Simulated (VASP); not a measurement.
A run of VASP 6.6.1 is set up as follows.

Contents of INCAR:

```
ALGO = Normal
EDIFF = 1E-6
ENCUT = 520
GGA = CA
ISIF = 2
ISMEAR = 0
LASPH = T
LCHARG = F
LREAL = F
LWAVE = F
NBANDS = 24
NELM = 60
PREC = Accurate
SIGMA = 0.15
```

Contents of KPOINTS:

```
k-points
0
Gamma
  15 15 10
```

POSCAR

```
CuAs
1.0
    4.0862547647      0.0000000000      0.0000000000
   -2.0431273823      3.5388004325      0.0000000000
    0.0000000000      0.0000000000      4.3780133549
Cu As
2 2
Direct
    0.0000000000      0.0000000000      0.5000000000
    0.0000000000      0.0000000000      0.0000000000
    0.6666666667      0.3333333333      0.7500000000
    0.3333333333      0.6666666667      0.2500000000
```

Potentials or basis: VASP PAW LDA potentials, release 64 (Cu, As).

Launch:

```sh
$ cat potpaw_LDA.64/Cu/POTCAR potpaw_LDA.64/As/POTCAR > POTCAR
$ mpirun -np 1 vasp_std > vasp.out
```

(1) Estimate the band gap on the k mesh.

(2) Predict the pressure.

Answers

(1) zero (band 16 reaches 7.08 eV, above the bottom of band 17 at 5.85 eV).

(2) -2.3 GPa.
